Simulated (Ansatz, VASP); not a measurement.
**Be2CdTe3: VASP beside Ansatz**

INCAR

```
  ALGO = Normal
  EDIFF = 1E-6
  EDIFFG = -0.01
  ENCUT = 600
  GGA = PE
  IBRION = 2
  ISIF = 3
  ISMEAR = 0
  LASPH = True
  LCHARG = False
  LREAL = False
  LWAVE = False
  NELM = 100
  NSW = 100
  PREC = Accurate
  SIGMA = 0.02
```

The input KPOINTS:

```
k-points
0
Gamma
  4 4 4
```

Contents of POSCAR:

```
Be2CdTe3
1.0
    6.3093048433     -3.6338256178      0.0000000000
    6.3093048433      3.6338256178      0.0000000000
    0.0000000000      0.0000000000      6.9255144738
Be Cd Te
4 2 6
Direct
    0.1663493886      0.4909936664      0.5005517265
    0.4909936664      0.1663493886      0.0005517265
    0.8336506114      0.5090063336      0.0005517265
    0.5090063336      0.8336506114      0.5005517265
    0.1818792730      0.8181207270      0.0017752742
    0.8181207270      0.1818792730      0.5017752742
    0.1653785834      0.4610229253      0.8588392349
    0.5389770747      0.8346214166      0.8588392349
    0.7971463099      0.2028536901      0.9094428030
    0.4610229253      0.1653785834      0.3588392349
    0.8346214166      0.5389770747      0.3588392349
    0.2028536901      0.7971463099      0.4094428030
```

Input for Ansatz:

```yaml
crystal:
  lattice:
    - [6.3093048433, -3.6338256178, 0.0]
    - [6.3093048433, 3.6338256178, 0.0]
    - [0.0, 0.0, 6.9255144738]
  atoms:
    - { symbol: Be, position: [0.1663493886, 0.4909936664, 0.5005517265] }
    - { symbol: Be, position: [0.4909936664, 0.1663493886, 0.0005517265] }
    - { symbol: Be, position: [0.8336506114, 0.5090063336, 0.0005517265] }
    - { symbol: Be, position: [0.5090063336, 0.8336506114, 0.5005517265] }
    - { symbol: Cd, position: [0.181879273, 0.818120727, 0.0017752742] }
    - { symbol: Cd, position: [0.818120727, 0.181879273, 0.5017752742] }
    - { symbol: Te, position: [0.1653785834, 0.4610229253, 0.8588392349] }
    - { symbol: Te, position: [0.5389770747, 0.8346214166, 0.8588392349] }
    - { symbol: Te, position: [0.7971463099, 0.2028536901, 0.909442803] }
    - { symbol: Te, position: [0.4610229253, 0.1653785834, 0.3588392349] }
    - { symbol: Te, position: [0.8346214166, 0.5389770747, 0.3588392349] }
    - { symbol: Te, position: [0.2028536901, 0.7971463099, 0.409442803] }
basis:
  ecutwfc: 420
kpoints:
  mp_grid: { grid: [4, 4, 4] }
hamiltonian:
  xc: pbe
scf:
  occupations: { method: gaussian, width: 0.02 }
output:
  forces: true
  stress: true
  eigenvalues: true
relax:
  adjacent_minimum: "off"
  f_tol: 0.01
  max_steps: 80
  cell: { stress_tol: 0.05 }
```

Alike in both runs: task relaxation of cell and atoms; functional PBE; k mesh 4 × 4 × 4; occupations gaussian, width 0.02 eV; no spin polarisation.

|  | VASP | Ansatz |
| --- | --- | --- |
| version | VASP 6.6.1 | Ansatz 0.2.0 |
| potentials or method | VASP PAW PBE potentials, release 64 (Be, Cd, Te), cutoff 600 eV | scalar-relativistic, plane waves, PAW |
| valence electrons in the cell | 68 | 144 |

```tsv
	VASP	Ansatz	Ansatz less VASP
gap on the k mesh at the Fermi level, each at its own relaxed structure (eV)	1.95	1.95	+0.008
relaxed volume (Å³/atom)	26.49	26.43	-0.052
relaxed length of the cell vector where the two differ most in proportion (Å)	7.292	7.286	-0.0053
```

VASP's potentials hold 68 valence electrons a cell and Ansatz's 144, so a difference there can come from the potentials and not from the codes.

Spin-orbit coupling is off throughout.
